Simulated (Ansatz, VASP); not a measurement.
# One calculation of FeO, two programs

The input INCAR:

```
PREC = Accurate
ENCUT = 600
EDIFF = 1E-6
ISMEAR = 0
SIGMA = 0.02
LREAL = F
LASPH = T
NELM = 150
ALGO = Normal
ISIF = 3
LWAVE = F
LCHARG = F
ISPIN = 2
MAGMOM = 3.9 0.17
LORBIT = 11
LMAXMIX = 4
LDAU = T
LDAUTYPE = 2
LDAUL = 2 -1
LDAUU = 5.3 0
LDAUJ = 0 0
LDAUPRINT = 1
GGA = PE
IBRION = 2
NSW = 100
EDIFFG = -0.005
```

Contents of KPOINTS:

```
Automatic mesh
0
Gamma
  12 12 12
```

File POSCAR:

```
FeO
1.0
    1.5844211471      0.9147659758      2.4830502299
   -1.5844211471      0.9147659758      2.4830502299
    0.0000000000     -1.8295319515      2.4830502299
Fe O
1 1
Direct
    0.0000000000      0.0000000000      0.0000000000
    0.5000000000      0.5000000000      0.5000000000
```

Input for Ansatz:

```yaml
crystal:
  lattice:
    - [1.5844211449, 0.9147659745, 2.4830502406]
    - [-1.5844211449, 0.9147659745, 2.4830502406]
    - [0.0, -1.829531949, 2.4830502406]
  atoms:
    - { symbol: Fe, position: [0.0, 0.0, 0.0], spin: 3.9 }
    - { symbol: O, position: [0.5, 0.5, 0.5], spin: 0.17 }
basis:
  ecutwfc: 420
kpoints:
  mp_grid: { grid: [12, 12, 12] }
hamiltonian:
  xc: pbe
  hubbard: { sites: [{ species: Fe, l: d, u_eff: 5.3 }] }
scf:
  occupations: { method: gaussian, width: 0.02 }
output:
  forces: true
  stress: true
  eigenvalues: true
  populations: true
magnetization:
  spin_polarized: true
relax:
  adjacent_minimum: "off"
  f_tol: 0.005
  max_steps: 80
  cell: { stress_tol: 0.05 }
```

Alike in both runs: task relaxation of cell and atoms; functional PBE; k mesh 12 × 12 × 12; occupations gaussian, width 0.02 eV; collinear spin; Hubbard terms Fe d U = 5.3 eV.

|  | VASP | Ansatz |
| --- | --- | --- |
| version | VASP 6.6.1 | Ansatz 0.2.0 |
| potentials or method | VASP PAW PBE potentials, release 64 (Fe, O), cutoff 600 eV | scalar-relativistic, plane waves, PAW |
| valence electrons in the cell | 14 | 22 |

```csv
,VASP,Ansatz,Ansatz less VASP
net moment per atom (μB),2.00,2.00,0.000
size of the moment on the site where the two differ most (μB),3.85,3.54,-0.310
relaxed volume (Å³/atom),10.11,10.80,+0.683
relaxed length of the cell vector where the two differ most in proportion (Å),3.045,3.084,+0.0389
```

Site moments also hang on the region over which each program counts them. The programs project onto different local orbitals, so the same U acts differently, and such runs can settle in different states. VASP's potentials hold 14 valence electrons a cell and Ansatz's 22, so a difference there can come from the potentials and not from the codes.
